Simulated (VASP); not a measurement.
# Rb2CdSe2O6 (R-3m) in VASP: further runs

The runs below take Rb2CdSe2O6 through electric field gradients, with PBE, r2SCAN.

Everything below comes from runs of VASP 6.6.1. Logs are shortened: lines on timing, memory, paths and dates and some standing lists are left out, and cuts for length are marked.

### Step 1. The cell of the first run

Symmetry: R-3m, No. 166, trigonal system. Conventional cell: a = 5.750 Å, b = 5.750 Å, c = 19.669 Å, α = 90.00°, β = 90.00°, γ = 120.00°. Rb (site symmetry 3m) has 9 O at 2.97 to 3.12 Å and 4 Se at 3.48 to 3.83 Å and 3 Rb at 3.52 Å and 1 Cd at 3.86 Å within 3.9 Å. Within 3.1 Å of Cd (site symmetry -3m) lie 6 O at 2.33 Å. Within 2.2 Å of Se (site symmetry 3m) lie 3 O at 1.69 Å. Within 2.2 Å of O (site symmetry m) lie 1 Se at 1.69 Å.

### Step 2. Electric field gradients, PBE

File INCAR:

```
SYSTEM = Rb2CdSe2O6
ALGO     = Normal         ! electronic algorithm
EDIFF    = 1E-8           ! SCF threshold, eV
ENCUT    = 520            ! plane-wave cutoff, eV
GGA      = PE             ! functional
ISIF     = 2              ! what is computed and relaxed
ISMEAR   = -1             ! smearing method
LASPH    = .TRUE.         ! aspherical terms in the spheres
LCHARG   = .FALSE.        ! write CHGCAR
LEFG     = .TRUE.       
LREAL    = .FALSE.        ! projectors in reciprocal space
LWAVE    = .FALSE.        ! write WAVECAR
NBANDS   = 50             ! bands
NELM     = 100            ! most SCF steps
PREC     = Accurate       ! precision mode
SIGMA    = 0.02           ! smearing width, eV
```

File KPOINTS:

```
k-points
0
G
  4 4 4
  0 0 0
```

File POSCAR:

```
Rb2CdSe2O6
1.0
    2.8751508921      1.6599691415      6.5561700000
   -2.8751508921      1.6599691415      6.5561700000
    0.0000000000     -3.3199382831      6.5561700000
Rb Cd Se O
2 1 2 6
Direct
    0.8037666667      0.8037666667      0.8037666667
    0.1962333333      0.1962333333      0.1962333333
    0.0000000000      0.0000000000      0.0000000000
    0.6269166667      0.6269166667      0.6269166667
    0.3730833333      0.3730833333      0.3730833333
    0.7444100000      0.2832100000      0.7444100000
    0.7444100000      0.7444100000      0.2832100000
    0.2832100000      0.7444100000      0.7444100000
    0.2555900000      0.7167900000      0.2555900000
    0.7167900000      0.2555900000      0.2555900000
    0.2555900000      0.2555900000      0.7167900000
```

Potentials or basis: VASP PAW PBE potentials, release 64 (Rb_sv, Cd, Se, O).

Run with:

```bash
$ cat potpaw_PBE.64/Rb_sv/POTCAR potpaw_PBE.64/Cd/POTCAR potpaw_PBE.64/Se/POTCAR potpaw_PBE.64/O/POTCAR > POTCAR
$ mpirun -np 1 vasp_std > vasp.out
```

OUTCAR:

```text
SYSTEM = Rb2CdSe2O6
   EDIFF = 1E-8
   ENCUT = 520
   GGA = PE
   ISIF = 2
   ISMEAR = -1
   LASPH = .TRUE.
   LREAL = .FALSE.
   NELM = 100
   PREC = Accurate

 ion  position               nearest neighbor table
   1  0.804  0.804  0.804-   6 2.97   8 2.97   7 2.97  11 3.12  11 3.12   9 3.12  10 3.12   9 3.12
                            10 3.12   4 3.48   2 3.52   2 3.52   2 3.52   5 3.83   5 3.83   5 3.83
   2  0.196  0.196  0.196-   9 2.97  10 2.97  11 2.97   7 3.12   7 3.12   8 3.12   6 3.12   8 3.12
                             6 3.12   5 3.48   1 3.52   1 3.52   1 3.52   4 3.83   4 3.83   4 3.83
   3  0.000  0.000  0.000-   6 2.33   8 2.33   9 2.33  10 2.33   7 2.33  11 2.33   1 3.86   2 3.86
                             1 4.28   1 4.28   2 4.28   2 4.28   1 4.28   2 4.28
   4  0.627  0.627  0.627-   6 1.69   8 1.69   7 1.69   1 3.48   2 3.83   2 3.83   2 3.83
   5  0.373  0.373  0.373-   9 1.69  10 1.69  11 1.69   2 3.48   1 3.83   1 3.83   1 3.83
   6  0.744  0.283  0.744-   4 1.69   3 2.33   1 2.97   2 3.12   2 3.12
   7  0.744  0.744  0.283-   4 1.69   3 2.33   1 2.97   2 3.12   2 3.12
   8  0.283  0.744  0.744-   4 1.69   3 2.33   1 2.97   2 3.12   2 3.12
   9  0.256  0.717  0.256-   5 1.69   3 2.33   2 2.97   1 3.12   1 3.12
  10  0.717  0.256  0.256-   5 1.69   3 2.33   2 2.97   1 3.12   1 3.12
  11  0.256  0.256  0.717-   5 1.69   3 2.33   2 2.97   1 3.12   1 3.12

  LATTYP: Found a trigonal (rhomboedric) cell.
 ALAT       =     7.3488335994
 COS(alpha) =     0.6938639655

  Lattice vectors:

 A1 = (   2.8751508921,   1.6599691415,   6.5561700000)
 A2 = (  -2.8751508921,   1.6599691415,   6.5561700000)
 A3 = (   0.0000000000,  -3.3199382831,   6.5561700000)

Analysis of symmetry for initial positions (statically):
=====================================================================
 Subroutine PRICEL returns:
 Original cell was already a primitive cell.

 Routine SETGRP: Setting up the symmetry group for a
 trigonal (rhombohedral) supercell.

 Subroutine GETGRP returns: Found 12 space group operations
 (whereof 12 operations were pure point group operations)
 out of a pool of 12 trial point group operations.

The static configuration has the point symmetry D_3d.

Analysis of symmetry for dynamics (positions and initial velocities):
=====================================================================
 Subroutine PRICEL returns:
 Original cell was already a primitive cell.

 Routine SETGRP: Setting up the symmetry group for a
 trigonal (rhombohedral) supercell.

 Subroutine GETGRP returns: Found 12 space group operations
 (whereof 12 operations were pure point group operations)
 out of a pool of 12 trial point group operations.

The dynamic configuration has the point symmetry D_3d.

 Subroutine INISYM returns: Found 12 space group operations
 (whereof 12 operations are pure point group operations),
 and found     1 'primitive' translations

----------------------------------------------------------------------------------------

                                     Primitive cell

  volume of cell :     187.7423

  direct lattice vectors                    reciprocal lattice vectors
     2.875150892  1.659969141  6.556170000     0.173903916  0.100403473  0.050842692
    -2.875150892  1.659969141  6.556170000    -0.173903916  0.100403473  0.050842692
     0.000000000 -3.319938283  6.556170000     0.000000000 -0.200806946  0.050842692

  length of vectors
     7.348833599  7.348833599  7.348833599     0.207143450  0.207143450  0.207143450

  position of ions in fractional coordinates (direct lattice)
     0.803766667  0.803766667  0.803766667
     0.196233333  0.196233333  0.196233333
     0.000000000  0.000000000  0.000000000
     0.626916667  0.626916667  0.626916667
     0.373083333  0.373083333  0.373083333
[... 96 lines left out ...]
   EFERMI_NEDOS =   21; number of points for ismear=-14 and -15
   IALGO  =     38    algorithm
   IMIX   =      4    mixing-type and parameters
     AMIX     =   0.40;   BMIX     =  1.00
     AMIX_MAG =   1.60;   BMIX_MAG =  1.00
  volume/ion in A,a.u.               =      17.07       115.18
  Fermi-wavevector in a.u.,A,eV,Ry     =   1.221572  2.308436 20.303126  1.492238
  Thomas-Fermi vector in A             =   2.356749
   LORBIT       =      0    0 simple, 1 ext, 2 COOP (PROOUT), +10 PAW based schemes
   GGA     = PE    functional components
   LHFCALC =     F    Hartree Fock is set to
   AEXX    =    0.0000 exact exchange contribution
   IVDW    =     0    specifies the selected vdW correction
   LEPSILON=     F    determine dielectric tensor
   LRPA    =     F    only Hartree local field effects (RPA)
 non-spin polarized calculation
  energy-cutoff  :      520.00
  volume of cell :      187.74
 maximum number of plane-waves:      5113
 NGX is ok and might be reduce to    56
   NGX = 27   NGY = 27   NGZ = 27

 number of electron      77.9999997 magnetization

 Free energy of the ion-electron system (eV)
  ---------------------------------------------------
  ext. energy  EPLUGINS =         0.00000000
  ---------------------------------------------------
  free energy    TOTEN  =       -53.15490833 eV

  energy without entropy =      -53.15490833  energy(sigma->0) =      -53.15490833

 E-fermi :   1.1479     XC(G=0):  -9.3710

 val. band max:        0.6291967168   @ k =  -0.2500   0.5000   0.2500
 cond. band min:       4.4842582725   @ k =   0.0000   0.0000   0.0000
 fundamental gap:      3.8550615558
 Fermi energy:         1.1478917966

 k-point     1 :       0.0000    0.0000    0.0000
  band No.  band energies     occupation
      1     -24.0004      2.00000
      2     -23.8313      2.00000
      3     -19.4772      2.00000
      4     -19.3118      2.00000
      5     -16.6178      2.00000
      6     -16.6178      2.00000
[... 678 lines left out ...]
     49       9.4191      0.00000
     50       9.4825      0.00000

------------------------ aborting loop because EDIFF is reached ----------------------------------------

  FORCE on cell =-STRESS in cart. coord.  units (eV):
  Direction    XX          YY          ZZ          XY          YZ          ZX
  --------------------------------------------------------------------------------------
  -------------------------------------------------------------------------------------
  Total        7.9986393      7.9986393      5.1764396      0.0000000     -0.0000000      0.0000000
  in kB       68.2597321     68.2597321     44.1753113      0.0000000     -0.0000000      0.0000000
  external PRESSURE =      60.2315918 kB  Pullay stress =       0.0000000 kB

 VOLUME and BASIS-vectors are now :
 -----------------------------------------------------------------------------
  energy-cutoff  :      520.00
  volume of cell :      187.74
      direct lattice vectors                 reciprocal lattice vectors
     2.875150892  1.659969141  6.556170000     0.173903916  0.100403473  0.050842692
    -2.875150892  1.659969141  6.556170000    -0.173903916  0.100403473  0.050842692
     0.000000000 -3.319938283  6.556170000     0.000000000 -0.200806946  0.050842692

 POSITION                                       TOTAL-FORCE (eV/Angst)
 -----------------------------------------------------------------------------------
      0.00000     -0.00000     15.80889        -0.000000      0.000000     -0.058162
      0.00000     -0.00000      3.85962        -0.000000     -0.000000      0.058162
      0.00000      0.00000      0.00000        -0.000000      0.000000     -0.000000
      0.00000     -0.00000     12.33052        -0.000000     -0.000000      1.628168
      0.00000     -0.00000      7.33799        -0.000000      0.000000     -1.628168
      1.32602     -0.76558     11.61773         0.896465     -0.517574     -0.662434
      0.00000      1.53116     11.61773        -0.000000      1.035148     -0.662434
     -1.32602     -0.76558     11.61773        -0.896465     -0.517574     -0.662434
     -1.32602      0.76558      8.05078        -0.896465      0.517574      0.662434
      1.32602      0.76558      8.05078         0.896465      0.517574      0.662434
      0.00000     -1.53116      8.05078        -0.000000     -1.035148      0.662434
 -----------------------------------------------------------------------------------
    total drift:                               -0.000000     -0.000000      0.000000

  FREE ENERGIE OF THE ION-ELECTRON SYSTEM (eV)
  ---------------------------------------------------
  free  energy   TOTEN  =       -53.1549083292 eV

  energy  without entropy=      -53.1549083292  energy(sigma->0) =      -53.15490833

 Electric field gradients (V/A^2)
---------------------------------------------------------------------
 ion       V_xx      V_yy      V_zz      V_xy      V_xz      V_yz
---------------------------------------------------------------------
   1       4.688     4.688    -9.375    -0.000    -0.000     0.000
   2       4.688     4.688    -9.375    -0.000    -0.000     0.000
   3       4.149     4.149    -8.298     0.000    -0.000     0.000
   4     153.390   153.390  -306.781    -0.000    -0.000     0.000
   5     153.390   153.390  -306.781    -0.000     0.000     0.000
   6      60.469   -28.957   -31.512   -77.445   -46.470    26.830
   7     -73.670   105.182   -31.512     0.000    -0.000   -53.659
   8      60.469   -28.957   -31.512    77.445    46.470    26.830
   9      60.469   -28.957   -31.512   -77.445   -46.470    26.830
  10      60.469   -28.957   -31.512    77.445    46.470    26.830
  11     -73.670   105.182   -31.512    -0.000     0.000   -53.659
---------------------------------------------------------------------

 Electric field gradients after diagonalization (V/A^2)
 (convention: |V_zz| > |V_xx| > |V_yy|)
----------------------------------------------------------------------
 ion       V_xx      V_yy      V_zz     asymmetry (V_yy - V_xx)/ V_zz
----------------------------------------------------------------------
   1       4.688     4.688    -9.375       0.000
   2       4.688     4.688    -9.375       0.000
   3       4.149     4.149    -8.298       0.000
   4     153.390   153.390  -306.781       0.000
   5     153.390   153.390  -306.781       0.000
   6     -73.670   -50.059   123.730       0.191
   7     -73.670   -50.059   123.730       0.191
   8     -73.670   -50.059   123.730       0.191
   9     -73.670   -50.059   123.730       0.191
  10     -73.670   -50.059   123.730       0.191
  11     -73.670   -50.059   123.730       0.191
----------------------------------------------------------------------

           NMR quadrupolar parameters

 Cq : quadrupolar parameter    Cq=e*Q*V_zz/h
 eta: asymmetry parameters     (V_yy - V_xx)/ V_zz
 Q  : nuclear electric quadrupole moment in mb (millibarn)
----------------------------------------------------------------------
 ion       Cq(MHz)       eta       Q (mb)
----------------------------------------------------------------------
   1      -0.023       0.000       1.000
   2      -0.023       0.000       1.000
   3      -0.020       0.000       1.000
   4      -0.742       0.000       1.000
   5      -0.742       0.000       1.000
   6       0.299       0.191       1.000
   7       0.299       0.191       1.000
   8       0.299       0.191       1.000
   9       0.299       0.191       1.000
  10       0.299       0.191       1.000
  11       0.299       0.191       1.000
----------------------------------------------------------------------
```

It used 300 s of CPU time on 1 thread of Intel(R) Xeon(R) Platinum 8488C (Sapphire Rapids) (shared host).

What came out:

* Free energy: -53.1549 eV
* Pressure: 6.0 GPa
* Largest force: 1.628 eV/Å
* Band gap on the k mesh: 3.86 eV (least direct gap 4.09 eV)
* Largest electric field gradient by atom: Rb -9.4; Cd -8.3; Se -306.8; O +123.7 V/Å²

Forces in eV/Å, atoms in the order of the input:
```
Rb   0.000  0.000 -0.058
Rb   0.000  0.000  0.058
Cd   0.000  0.000  0.000
Se   0.000  0.000  1.628
Se   0.000  0.000 -1.628
O    0.896 -0.518 -0.662
O    0.000  1.035 -0.662
O   -0.896 -0.518 -0.662
O   -0.896  0.518  0.662
O    0.896  0.518  0.662
O    0.000 -1.035  0.662
```

Stress tensor (GPa, compression positive):
```
6.83 0.00 0.00
0.00 6.83 0.00
0.00 0.00 4.42
```

Levels at points of the mesh, in eV from the valence-band top:
```tsv
k point	band 35	band 36	band 37	band 38	band 39	band 40	band 41	band 42	band 43	band 44
(0.00, 0.00, 0.00)	-0.40	-0.32	-0.32	-0.32	-0.24	3.86	4.92	4.92	5.58	5.95
(0.50, 0.00, 0.00)	-0.64	-0.58	-0.29	-0.27	-0.02	4.68	4.92	5.71	6.44	7.06
(0.50, 0.50, 0.00)	-0.59	-0.58	-0.23	-0.17	-0.03	4.62	5.08	5.74	6.38	6.87
(0.50, 0.50, 0.50)	-0.40	-0.40	-0.38	-0.27	-0.12	4.13	4.87	5.00	5.00	6.44
```

Electric field gradients, principal values (V/Å²):
```
atom    least   middle  greatest (by size)
1 Rb    4.688    4.688              -9.375
2 Rb    4.688    4.688              -9.375
3 Cd    4.149    4.149              -8.298
4 Se  153.390  153.390            -306.781
5 Se  153.390  153.390            -306.781
 6 O  -50.059  -73.670             123.730
 7 O  -50.059  -73.670             123.730
 8 O  -50.059  -73.670             123.730
 9 O  -50.059  -73.670             123.730
10 O  -50.059  -73.670             123.730
11 O  -50.059  -73.670             123.730
```

Caveat: the cell stands under pressure; without QUAD_EFG the Cq values of the log hold for a quadrupole moment of 1 mb, not for the nuclei; forces of over 1 eV/Å act on the atoms, so gaps and moduli don't describe the material at rest. A k mesh can miss the band edges.

(Continued in part 2 of 2.)
